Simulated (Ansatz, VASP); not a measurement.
## KI in VASP and in Ansatz

The input POSCAR:

```
KI
1.0
    0.0000000000      3.5327750000      3.5327750000
    3.5327750000      0.0000000000      3.5327750000
    3.5327750000      3.5327750000      0.0000000000
I K
1 1
Direct
    0.5000000000      0.5000000000      0.5000000000
    0.0000000000      0.0000000000      0.0000000000
```

INCAR.step1

```
PREC = Accurate
ENCUT = 520
EDIFF = 1E-5
ISMEAR = 0
SIGMA = 0.01
LREAL = F
LASPH = T
NELM = 80
ALGO = Normal
ISIF = 2
LWAVE = T
LCHARG = F
NBANDS = 15
GGA = PE
```

Contents of INCAR.step2:

```
PREC = Accurate
ENCUT = 520
EDIFF = 1E-7
ISMEAR = 0
SIGMA = 0.01
LREAL = F
LASPH = T
NELM = 80
ALGO = Normal
ISIF = 2
LWAVE = F
LCHARG = F
GGA = PE
LHFCALC = T
AEXX = 0.25
PRECFOCK = Normal
NBANDS = 15
ISTART = 1
```

Contents of KPOINTS:

```
Automatic mesh
0
Gamma
  4 4 4
```

input

```
crystal:
  lattice:
    - [0.0, 3.532775, 3.532775]
    - [3.532775, 0.0, 3.532775]
    - [3.532775, 3.532775, 0.0]
  atoms:
    - { symbol: I, position: [0.5, 0.5, 0.5] }
    - { symbol: K, position: [0.0, 0.0, 0.0] }
kpoints:
  mp_grid: { grid: [4, 4, 4] }
  band_path:
    path:
      - [0.0, 0.0, 0.0]
      - [0.5, 0.0, 0.5]
      - [0.625, 0.25, 0.625]
      - [0.375, 0.375, 0.75]
      - [0.5, 0.5, 0.5]
      - [0.5, 0.25, 0.75]
    npoints: 1
hamiltonian:
  xc: pbe0
scf:
  occupations: { method: fixed }
  n_extra_bands: 4
output:
  forces: true
  stress: true
  eigenvalues: true
```

Alike in both runs: functional PBE0; k mesh 4 × 4 × 4; no spin polarisation.

```csv
,VASP,Ansatz
version,VASP 6.6.1,Ansatz 0.2.0
potentials or method,"VASP PAW PBE potentials, release 64 (I, K_sv)",Ansatz PAW
plane-wave cutoff (eV),520,420
occupations,"gaussian, width 0.01 eV",fixed
valence electrons in the cell,16,26
task,single point,band structure
```

|  | VASP | Ansatz | Ansatz less VASP |
| --- | --- | --- | --- |
| gap on the k mesh at the Fermi level (eV) | 5.66 | 5.66 | -0.007 |
| least direct gap on the mesh (eV) | 5.66 | 5.66 | -0.007 |
| pressure (GPa) | 0.4 | 0.4 | +0.02 |

VASP's potentials hold 16 valence electrons a cell and Ansatz's 26, so a difference there can come from the potentials and not from the codes.

Spin-orbit coupling is off throughout.
